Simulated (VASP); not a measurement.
Input of a VASP 6.6.1 run:

INCAR

```
SYSTEM = Si2W
ALGO = Normal
EDIFF = 1E-6
ENCUT = 520
GGA = PE
ISIF = 2
ISMEAR = 0
LASPH = .True.
LCHARG = .False.
LREAL = .False.
LWAVE = .False.
NBANDS = 18
NELM = 80
PREC = Accurate
SIGMA = 0.1
```

The input KPOINTS:

```
k-points
0
Gamma
  18 18 18
  0 0 0
```

POSCAR

```
Si2W
1.0
   -1.6018725800      1.6018725800      3.6934742000
    1.6018725800     -1.6018725800      3.6934742000
    1.6018725800      1.6018725800     -3.6934742000
Si W
2 1
Direct
    0.3236745314      0.3236745314      0.0000000000
    0.6763254686      0.6763254686      0.0000000000
    0.0000000000      0.0000000000      0.0000000000
```

Potentials or basis: VASP PAW PBE potentials, release 64 (Si, W_sv).

Launch:

```sh
$ cat potpaw_PBE.64/Si/POTCAR potpaw_PBE.64/W_sv/POTCAR > POTCAR
$ mpirun -np 1 vasp_std > vasp.out
```

Q: Predict the largest force.

A: 2.199 eV/Å.

Q: Predict the band gap on the k mesh.

A: Zero (bands 11 and 12 overlap by 1.36 eV).

Q: Predict the pressure.

A: 23.7 GPa.

Forces in eV/Å, atoms in the order of the input:
```
Si   0.000  0.000  2.199
Si   0.000  0.000 -2.199
W    0.000  0.000  0.000
```

Caveat: the cell differs from its parent crystal (strained); the cell stands under pressure; spin-orbit coupling is left out, which moves the levels of the heavy elements; forces of over 1 eV/Å act on the atoms, so gaps and moduli don't describe the material at rest.
